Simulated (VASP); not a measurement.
Runs of VASP 6.6.1 on InReS4. The structure is that of space group F-43m (No. 216), or close to it. The cells are those of the table. 

```csv
task,cell,k mesh,cutoff (eV),gap on the mesh (eV),pressure (GPa),moment (μB),largest force (eV/Å)
single point,"a = 5.357 Å, angles 60.0°, 6 atoms",4 × 4 × 4,520,none,-3.4,0.48,(a)
single point,"a = 5.811 Å, angles 60.0°, 6 atoms",4 × 4 × 4,520,none,-6.7,4.70,0.11
relaxation of cell and atoms,"relaxed from a = 5.811 Å, angles 60.0°, 6 atoms",4 × 4 × 4,600,none,-0.3,0.12,0.03
single point,"a = 5.325 Å, angles 60.0°, 6 atoms",8 × 8 × 8,520,none,(b),2.83,0.02
```

Alike in all rows: level PBE; potentials or basis VASP PAW PBE potentials, release 64 (In_d, Re, S); spin collinear, ferromagnetic start; smearing gaussian 0.1 eV.

Task: Estimate the missing entries.

Result: (a) 0.15; (b) -0.1.

Caveats: spin-orbit coupling is left out, which moves the levels of the heavy elements.

A k mesh can miss the band edges, and the runs leave out spin-orbit coupling on In, Re.

A gap of «none» marks levels without a gap at the run's occupations.
